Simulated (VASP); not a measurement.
# Ta2N (P-3m1) in VASP: notebook

The runs below take Ta2N through single point, with PBEsol+D4.

Program: VASP 6.6.1. These are calculated values, not measurements. Logs are shortened: lines on timing, memory, paths and dates and some standing lists are left out, and cuts for length are marked.

## Step 1: The cell of the first run

It takes space group P-3m1 (No. 164, trigonal). Conventional cell: a = 3.088 Å, b = 3.088 Å, c = 4.786 Å, α = 90.00°, β = 90.00°, γ = 120.00°. Ta (site symmetry 3m) has 3 N at 2.14 Å within 2.8 Å. Within 2.8 Å of N (site symmetry -3m) lie 6 Ta at 2.14 Å.

## Step 2: Single point, PBEsol+D4

Contents of INCAR:

```
PREC = Accurate ; ENCUT = 520
EDIFF = 1E-6 ; ISMEAR = -1
SIGMA = 0.1 ; LREAL = F
LASPH = T ; NELM = 80
ALGO = Normal ; ISIF = 2
LWAVE = F ; LCHARG = F
GGA = PS ; IVDW = 13
NBANDS = 20
```

Contents of KPOINTS:

```
Automatic mesh
0
Gamma
  5 5 3
```

Contents of POSCAR:

```
Ta2N
1.0
    3.0883910362      0.0000000000      0.0000000000
   -1.5441955181      2.6746250942      0.0000000000
    0.0000000000      0.0000000000      4.7860596562
Ta N
2 1
Direct
    0.6666666710      0.3333333290      0.7510864862
    0.3333333290      0.6666666710      0.2489135138
    0.0000000000      0.0000000000      0.0000000000
```

Potentials or basis: VASP PAW PBE potentials, release 64 (Ta_pv, N).

Run with:

```bash
cat potpaw_PBE.64/Ta_pv/POTCAR potpaw_PBE.64/N/POTCAR > POTCAR
mpirun -np 1 vasp_std > vasp.out
```

OUTCAR:

```text
PREC = Accurate
   ENCUT = 520
   EDIFF = 1E-6
   ISMEAR = -1
   LREAL = F
   LASPH = T
   NELM = 80
   ISIF = 2
   GGA = PS
   IVDW = 13

 ion  position               nearest neighbor table
   1  0.667  0.333  0.751-   3 2.14   3 2.14   3 2.14   2 2.98   2 2.98   2 2.98   2 2.99   2 2.99
                             2 2.99
   2  0.333  0.667  0.249-   3 2.14   3 2.14   3 2.14   1 2.98   1 2.98   1 2.98   1 2.99   1 2.99
                             1 2.99
   3  0.000  0.000  0.000-   1 2.14   2 2.14   1 2.14   2 2.14   1 2.14   2 2.14

  LATTYP: Found a hexagonal cell.
 ALAT       =     3.0883910362
 C/A-ratio  =     1.5496935460

  Lattice vectors:

 A1 = (   3.0883910362,   0.0000000000,   0.0000000000)
 A2 = (  -1.5441955181,   2.6746250942,   0.0000000000)
 A3 = (   0.0000000000,   0.0000000000,   4.7860596562)

Analysis of symmetry for initial positions (statically):
=====================================================================
 Subroutine PRICEL returns:
 Original cell was already a primitive cell.

 Routine SETGRP: Setting up the symmetry group for a
 hexagonal supercell.

 Subroutine GETGRP returns: Found 12 space group operations
 (whereof 12 operations were pure point group operations)
 out of a pool of 24 trial point group operations.

The static configuration has the point symmetry D_3d.

Analysis of symmetry for dynamics (positions and initial velocities):
=====================================================================
 Subroutine PRICEL returns:
 Original cell was already a primitive cell.

 Routine SETGRP: Setting up the symmetry group for a
 hexagonal supercell.

 Subroutine GETGRP returns: Found 12 space group operations
 (whereof 12 operations were pure point group operations)
 out of a pool of 24 trial point group operations.

The dynamic configuration has the point symmetry D_3d.

 Subroutine INISYM returns: Found 12 space group operations
 (whereof 12 operations are pure point group operations),
 and found     1 'primitive' translations

----------------------------------------------------------------------------------------

                                     Primitive cell

  volume of cell :      39.5342

  direct lattice vectors                    reciprocal lattice vectors
     3.088391036  0.000000000  0.000000000     0.323793195  0.186942088  0.000000000
    -1.544195518  2.674625094  0.000000000     0.000000000  0.373884176  0.000000000
[... 71 lines left out ...]
   LASPH  =      T    aspherical Exc in radial PAW
   ENCUT  =  520.0 eV  38.22 Ry    6.18 a.u.   5.74  5.74  8.90*2*pi/ulx,y,z
   NELM   =     80;   NELMIN=  2; NELMDL= -5     # of ELM steps
   EDIFF  = 0.1E-05   stopping-criterion for ELM
   LREAL  =      F    real-space projection
   EDIFFG = 0.1E-04   stopping-criterion for IOM
   NSW    =      0    number of steps for IOM
   IBRION =     -1    ionic relax: 0-MD 1-quasi-New 2-CG
   NFREE  =      0    steps in history (QN), initial steepest desc. (CG)
   ISIF   =      2    stress and relaxation
   ISYM   =      2    0-nonsym 1-usesym 2-fastsym
   POTIM  = 0.5000    time-step for ionic-motion
   TEBEG  =    0.0;   TEEND  =   0.0 temperature during run
   PSTRESS=    0.0 pullay stress
   NELECT =      27.0000    total number of electrons
   NUPDOWN=      -1.0000    fix difference up-down
   EMIN   =  10.00;   EMAX   =-10.00  energy-range for DOS
   EFERMI =   0.00;   METHOD = LEGACY
   ISMEAR =    -1;   SIGMA  =   0.10  broadening in eV -4-tet -1-fermi 0-gaus
   EFERMI_NEDOS =   21; number of points for ismear=-14 and -15
   IALGO  =     38    algorithm
   IMIX   =      4    mixing-type and parameters
     AMIX     =   0.40;   BMIX     =  1.00
     AMIX_MAG =   1.60;   BMIX_MAG =  1.00
  volume/ion in A,a.u.               =      13.18        88.93
  Fermi-wavevector in a.u.,A,eV,Ry     =   1.441689  2.724398 28.279271  2.078468
  Thomas-Fermi vector in A             =   2.560293
   LORBIT       =      0    0 simple, 1 ext, 2 COOP (PROOUT), +10 PAW based schemes
   GGA     = PS    functional components
   LHFCALC =     F    Hartree Fock is set to
   AEXX    =    0.0000 exact exchange contribution
   IVDW    =    13    specifies the selected vdW correction
   LEPSILON=     F    determine dielectric tensor
   LRPA    =     F    only Hartree local field effects (RPA)
 non-spin polarized calculation
  energy-cutoff  :      520.00
  volume of cell :       39.53
 maximum number of plane-waves:      1085
 NGX is ok and might be reduce to    24
   NGX = 11   NGY = 11   NGZ = 17

 number of electron      26.9999997 magnetization

 Free energy of the ion-electron system (eV)
  ---------------------------------------------------
  ext. energy  EPLUGINS =         0.00000000
  ---------------------------------------------------
  free energy    TOTEN  =       -36.47276808 eV

  energy without entropy =      -36.43085994  energy(sigma->0) =      -36.45181401

 E-fermi :   7.6036     XC(G=0): -13.1401

 val. band max:        7.4701718943   @ k =   0.4000   0.2000   0.3333
 cond. band min:       7.7010312540   @ k =   0.2000   0.0000   0.3333
 fundamental gap:      0.2308593596
 Fermi energy:         7.6036205929

 k-point     1 :       0.0000    0.0000    0.0000
  band No.  band energies     occupation
      1     -28.0340      2.00000
      2     -27.2339      2.00000
      3     -27.2339      2.00000
      4     -27.0887      2.00000
      5     -27.0887      2.00000
      6     -26.9195      2.00000
[... 265 lines left out ...]
     19      12.8075      0.00000
     20      13.4990      0.00000

------------------------ aborting loop because EDIFF is reached ----------------------------------------

  DFT-D4 for vdW energy calculation

  Edisp (eV):   -0.53132

  FORCE on cell =-STRESS in cart. coord.  units (eV):
  Direction    XX          YY          ZZ          XY          YZ          ZX
  --------------------------------------------------------------------------------------
  -------------------------------------------------------------------------------------
  Total       0.16068     0.16068     0.13432     0.00000     0.00000     0.00000
  in kB       6.51187     6.51187     5.44344     0.00000     0.00000     0.00000
  external pressure =        6.16 kB  Pullay stress =        0.00 kB

 VOLUME and BASIS-vectors are now :
 -----------------------------------------------------------------------------
  energy-cutoff  :      520.00
  volume of cell :       39.53
      direct lattice vectors                 reciprocal lattice vectors
     3.088391036  0.000000000  0.000000000     0.323793195  0.186942088  0.000000000
    -1.544195518  2.674625094  0.000000000     0.000000000  0.373884176  0.000000000
     0.000000000  0.000000000  4.786059656     0.000000000  0.000000000  0.208940145

 POSITION                                       TOTAL-FORCE (eV/Angst)
 -----------------------------------------------------------------------------------
      1.54420      0.89154      3.59474         0.000000      0.000000     -0.056803
     -0.00000      1.78308      1.19131        -0.000000     -0.000000      0.056803
      0.00000      0.00000      0.00000         0.000000      0.000000      0.000000
 -----------------------------------------------------------------------------------
    total drift:                               -0.000000      0.000000     -0.000000

  FREE ENERGIE OF THE ION-ELECTRON SYSTEM (eV)
  ---------------------------------------------------
  free  energy   TOTEN  =       -37.0040845877 eV

  energy  without entropy=      -36.9621764473  energy(sigma->0) =      -36.98313052
```

OSZICAR:

```text
N       E                     dE             d eps       ncg     rms          rms(c)
DAV:   1     0.217521491805E+03    0.21752E+03   -0.14699E+04   480   0.139E+03
DAV:   2    -0.296719551962E+02   -0.24719E+03   -0.24074E+03   532   0.402E+02
DAV:   3    -0.394483681964E+02   -0.97764E+01   -0.96190E+01   612   0.722E+01
DAV:   4    -0.395861463775E+02   -0.13778E+00   -0.13720E+00   584   0.766E+00
DAV:   5    -0.395875004801E+02   -0.13541E-02   -0.13536E-02   608   0.660E-01    0.290E+01
DAV:   6    -0.368308177832E+02    0.27567E+01   -0.14568E+01   644   0.245E+01    0.138E+01
DAV:   7    -0.365350143915E+02    0.29580E+00   -0.15614E+00   532   0.795E+00    0.717E+00
DAV:   8    -0.364772256770E+02    0.57789E-01   -0.24050E-01   556   0.380E+00    0.405E-01
DAV:   9    -0.364732711593E+02    0.39545E-02   -0.27183E-02   576   0.102E+00    0.240E-01
DAV:  10    -0.364728909093E+02    0.38025E-03   -0.43363E-03   644   0.528E-01    0.720E-02
DAV:  11    -0.364727717913E+02    0.11912E-03   -0.82237E-04   544   0.169E-01    0.223E-02
DAV:  12    -0.364727682029E+02    0.35885E-05   -0.47869E-05   532   0.521E-02    0.627E-03
DAV:  13    -0.364727680794E+02    0.12350E-06   -0.75627E-06   564   0.152E-02
   1 F= -.37004085E+02 E0= -.36983131E+02  d E =-.419081E-01
```

Wall time 8.6 s (1 thread of Intel Xeon Platinum 8259CL at 2.50GHz (Skylake/Cascade Lake), shared host); peak memory 0.16 GiB.

What came out:

```yaml
Free_energy: -37.0041 eV
Pressure: 0.6 GPa
Largest_force: 0.057 eV/Å
Dispersion_energy_per_atom: -0.177 eV
```

Forces on the atoms (eV/Å):
```
Ta   0.000  0.000 -0.057
Ta   0.000  0.000  0.057
N    0.000  0.000  0.000
```

Stress tensor (GPa, compression positive):
```
0.65 0.00 0.00
0.00 0.65 0.00
0.00 0.00 0.54
```

Levels at points of the mesh, in eV from the Fermi level:
```csv
k point,band 10,band 11,band 12,band 13,band 14,band 15,band 16,band 17
"(0.00, 0.00, 0.00)",-6.51,-4.85,-0.59,-0.34,-0.34,0.22,0.22,0.47
```

Caveat: the k points lie up to 0.47 Å⁻¹ apart; the PAW data sets were made with another functional, which shifts forces and pressure a little; spin-orbit coupling is left out, which moves the levels of the heavy elements; pairwise dispersion overbinds metals, which lowers pressure and volume.

## Step 3: Single point, PBEsol+D4

This run uses another cell than the first one, of 13.62 Å³/atom, 1.034 times its volume.

Contents of INCAR:

```
  ALGO = Normal
  EDIFF = 1E-6
  ENCUT = 520
  GGA = PS
  ISIF = 2
  ISMEAR = -1
  IVDW = 13
  LASPH = True
  LCHARG = False
  LREAL = False
  LWAVE = False
  NBANDS = 20
  NELM = 80
  PREC = Accurate
  SIGMA = 0.1
```

Contents of KPOINTS:

```
k-points
0
Gamma
  5 5 3
```

Contents of POSCAR:

```
Ta2N
1.0
    3.1128620000      0.0000000000      0.0000000000
   -1.5564310000      2.6958170000      0.0000000000
    0.0000000000      0.0000000000      4.8698410000
Ta N
2 1
Direct
    0.6666666667      0.3333333333      0.7452890000
    0.3333333333      0.6666666667      0.2547110000
    0.0000000000      0.0000000000      0.0000000000
```

Potentials or basis: VASP PAW PBE potentials, release 64 (Ta_pv, N).

Run with:

```bash
cat potpaw_PBE.64/Ta_pv/POTCAR potpaw_PBE.64/N/POTCAR > POTCAR
mpirun -np 1 vasp_std > vasp.out
```

Run time: 9.4 s. Hardware: 1 thread of Intel Xeon Platinum 8259CL at 2.50GHz (Skylake/Cascade Lake), shared host; peak memory 0.15 GiB.

Results (log left out):

| Quantity | Value |
| --- | --- |
| Free energy | -36.9413 eV |
| Pressure | -10.3 GPa |
| Largest force | 0.755 eV/Å |
| Dispersion energy per atom | -0.171 eV |

Forces in eV/Å, atoms in the order of the input:
```
Ta   0.000  0.000  0.755
Ta   0.000  0.000 -0.755
N    0.000  0.000  0.000
```

Stress tensor (GPa, compression positive):
```
-10.73   0.00   0.00
  0.00 -10.73   0.00
  0.00   0.00  -9.41
```

Levels at points of the mesh, in eV from the Fermi level:
| k point | band 10 | band 11 | band 12 | band 13 | band 14 | band 15 | band 16 | band 17 |
| --- | --- | --- | --- | --- | --- | --- | --- | --- |
| (0.00, 0.00, 0.00) | -6.00 | -4.92 | -0.64 | -0.23 | -0.23 | 0.28 | 0.28 | 0.33 |

Caveat: the k points lie up to 0.47 Å⁻¹ apart; the PAW data sets were made with another functional, which shifts forces and pressure a little; spin-orbit coupling is left out, which moves the levels of the heavy elements; pairwise dispersion overbinds metals, which lowers pressure and volume.

## Step 4: Single point, PBEsol+D4

Contents of INCAR:

```
PREC = Accurate ; ENCUT = 600
EDIFF = 1E-6 ; ISMEAR = -1
SIGMA = 0.1 ; LREAL = F
LASPH = T ; NELM = 120
ALGO = Normal ; ISIF = 2
LWAVE = F ; LCHARG = F
GGA = PS ; IVDW = 13
NBANDS = 22 ; GGA_COMPAT = F
```

Contents of KPOINTS:

```
Automatic mesh
0
Gamma
  5 5 3
```

Contents of POSCAR:

```
Ta2N
1.0
    3.0883910362      0.0000000000      0.0000000000
   -1.5441955181      2.6746250942      0.0000000000
    0.0000000000      0.0000000000      4.7860596562
Ta N
2 1
Direct
    0.6666666710      0.3333333290      0.7510864862
    0.3333333290      0.6666666710      0.2489135138
    0.0000000000      0.0000000000      0.0000000000
```

Potentials or basis: VASP PAW PBE potentials, release 64 (Ta_sv_GW, N).

Run with:

```bash
cat potpaw_PBE.64/Ta_sv_GW/POTCAR potpaw_PBE.64/N/POTCAR > POTCAR
mpirun -np 1 vasp_std > vasp.out
```

OUTCAR:

```text
PREC = Accurate
   ENCUT = 600
   EDIFF = 1E-6
   ISMEAR = -1
   LREAL = F
   LASPH = T
   NELM = 120
   ISIF = 2
   GGA = PS
   IVDW = 13

 ion  position               nearest neighbor table
   1  0.667  0.333  0.751-   3 2.14   3 2.14   3 2.14   2 2.98   2 2.98   2 2.98   2 2.99   2 2.99
                             2 2.99
   2  0.333  0.667  0.249-   3 2.14   3 2.14   3 2.14   1 2.98   1 2.98   1 2.98   1 2.99   1 2.99
                             1 2.99
   3  0.000  0.000  0.000-   1 2.14   2 2.14   1 2.14   2 2.14   1 2.14   2 2.14

  LATTYP: Found a hexagonal cell.
 ALAT       =     3.0883910362
 C/A-ratio  =     1.5496935460

  Lattice vectors:

 A1 = (   3.0883910362,   0.0000000000,   0.0000000000)
 A2 = (  -1.5441955181,   2.6746250942,   0.0000000000)
 A3 = (   0.0000000000,   0.0000000000,   4.7860596562)

Analysis of symmetry for initial positions (statically):
=====================================================================
 Subroutine PRICEL returns:
 Original cell was already a primitive cell.

 Routine SETGRP: Setting up the symmetry group for a
 hexagonal supercell.

 Subroutine GETGRP returns: Found 12 space group operations
 (whereof 12 operations were pure point group operations)
 out of a pool of 24 trial point group operations.

The static configuration has the point symmetry D_3d.

Analysis of symmetry for dynamics (positions and initial velocities):
=====================================================================
 Subroutine PRICEL returns:
 Original cell was already a primitive cell.

 Routine SETGRP: Setting up the symmetry group for a
 hexagonal supercell.

 Subroutine GETGRP returns: Found 12 space group operations
 (whereof 12 operations were pure point group operations)
 out of a pool of 24 trial point group operations.

The dynamic configuration has the point symmetry D_3d.

 Subroutine INISYM returns: Found 12 space group operations
 (whereof 12 operations are pure point group operations),
[... 101 lines left out ...]
   EFERMI_NEDOS =   21; number of points for ismear=-14 and -15
   IALGO  =     38    algorithm
   IMIX   =      4    mixing-type and parameters
     AMIX     =   0.40;   BMIX     =  1.00
     AMIX_MAG =   1.60;   BMIX_MAG =  1.00
  volume/ion in A,a.u.               =      13.18        88.93
  Fermi-wavevector in a.u.,A,eV,Ry     =   1.509632  2.852790 31.007506  2.278987
  Thomas-Fermi vector in A             =   2.619928
   LORBIT       =      0    0 simple, 1 ext, 2 COOP (PROOUT), +10 PAW based schemes
   GGA     = PS    functional components
   LHFCALC =     F    Hartree Fock is set to
   AEXX    =    0.0000 exact exchange contribution
   IVDW    =    13    specifies the selected vdW correction
   LEPSILON=     F    determine dielectric tensor
   LRPA    =     F    only Hartree local field effects (RPA)
 non-spin polarized calculation
  energy-cutoff  :      600.00
  volume of cell :       39.53
 maximum number of plane-waves:      1339
 NGX is ok and might be reduce to    28
   NGX = 13   NGY = 13   NGZ = 19

 number of electron      30.9999996 magnetization

 Free energy of the ion-electron system (eV)
  ---------------------------------------------------
  ext. energy  EPLUGINS =         0.00000000
  ---------------------------------------------------
  free energy    TOTEN  =       -41.52195807 eV

  energy without entropy =      -41.48001179  energy(sigma->0) =      -41.50098493

 E-fermi :  12.1793     XC(G=0): -13.5351

 val. band max:       12.0444848789   @ k =   0.4000   0.2000   0.3333
 cond. band min:      12.2786766794   @ k =   0.2000   0.0000   0.3333
 fundamental gap:      0.2341918006
 Fermi energy:        12.1792916568

 k-point     1 :       0.0000    0.0000    0.0000
  band No.  band energies     occupation
      1     -56.3871      2.00000
      2     -56.2938      2.00000
      3     -23.4551      2.00000
      4     -22.6538      2.00000
      5     -22.6538      2.00000
      6     -22.5091      2.00000
[... 289 lines left out ...]
     21      17.3822      0.00000
     22      18.0704      0.00000

------------------------ aborting loop because EDIFF is reached ----------------------------------------

  DFT-D4 for vdW energy calculation

  Edisp (eV):   -0.53132

  FORCE on cell =-STRESS in cart. coord.  units (eV):
  Direction    XX          YY          ZZ          XY          YZ          ZX
  --------------------------------------------------------------------------------------
  -------------------------------------------------------------------------------------
  Total       0.01207     0.01207    -0.02092     0.00000     0.00000     0.00000
  in kB       0.48902     0.48902    -0.84785     0.00000     0.00000     0.00000
  external pressure =        0.04 kB  Pullay stress =        0.00 kB

 VOLUME and BASIS-vectors are now :
 -----------------------------------------------------------------------------
  energy-cutoff  :      600.00
  volume of cell :       39.53
      direct lattice vectors                 reciprocal lattice vectors
     3.088391036  0.000000000  0.000000000     0.323793195  0.186942088  0.000000000
    -1.544195518  2.674625094  0.000000000     0.000000000  0.373884176  0.000000000
     0.000000000  0.000000000  4.786059656     0.000000000  0.000000000  0.208940145

 POSITION                                       TOTAL-FORCE (eV/Angst)
 -----------------------------------------------------------------------------------
      1.54420      0.89154      3.59474         0.000000     -0.000000     -0.043811
     -0.00000      1.78308      1.19131        -0.000000      0.000000      0.043811
      0.00000      0.00000      0.00000         0.000000      0.000000      0.000000
 -----------------------------------------------------------------------------------
    total drift:                               -0.000000      0.000000     -0.000000

  FREE ENERGIE OF THE ION-ELECTRON SYSTEM (eV)
  ---------------------------------------------------
  free  energy   TOTEN  =       -42.0532745816 eV

  energy  without entropy=      -42.0113283008  energy(sigma->0) =      -42.03230144
```

Wall time 19 s (1 thread of Intel Xeon Platinum 8488C (Sapphire Rapids), shared host); peak memory 0.19 GiB.

What came out:

```
Free energy                : -42.0533 eV
Pressure                   : 0.0 GPa
Largest force              : 0.044 eV/Å
Dispersion energy per atom : -0.177 eV
```

Forces in eV/Å, atoms in the order of the input:
```
Ta   0.000  0.000 -0.044
Ta   0.000  0.000  0.044
N    0.000  0.000  0.000
```

Stress tensor (GPa, compression positive):
```
 0.05  0.00  0.00
 0.00  0.05  0.00
 0.00  0.00 -0.08
```

Caveat: the k points lie up to 0.47 Å⁻¹ apart; the PAW data sets were made with another functional, which shifts forces and pressure a little; spin-orbit coupling is left out, which moves the levels of the heavy elements; pairwise dispersion overbinds metals, which lowers pressure and volume.

## Step 5: The runs side by side

```tsv
potentials or basis	cell	cutoff (eV)	second run	gap on the mesh (eV)	pressure (GPa)	largest force (eV/Å)
VASP PAW PBE potentials, release 64 (Ta_pv, N)	a = 3.088, b = 3.088, c = 4.786 Å, angles 90.0, 90.0, 120.0°, 3 atoms	520	-	none	0.6	0.06
VASP PAW PBE potentials, release 64 (Ta_pv, N)	a = 3.113, b = 3.113, c = 4.870 Å, angles 90.0, 90.0, 120.0°, 3 atoms	520	-	none	-10.3	0.76
VASP PAW PBE potentials, release 64 (Ta_sv_GW, N)	a = 3.088, b = 3.088, c = 4.786 Å, angles 90.0, 90.0, 120.0°, 3 atoms	600	valence_matched	none	0.0	0.04
```

Alike in all rows: task single point; level PBEsol+D4; no spin polarisation; k mesh 5 × 5 × 3; smearing fermi-dirac 0.1 eV.

Caveats: all runs use coarse meshes; the PAW data sets were made with another functional, which shifts forces and pressure a little; spin-orbit coupling is left out, which moves the levels of the heavy elements; pairwise dispersion overbinds metals, which lowers pressure and volume.

Total energies depend on the potentials used, so only differences within one code and one set of settings carry meaning.
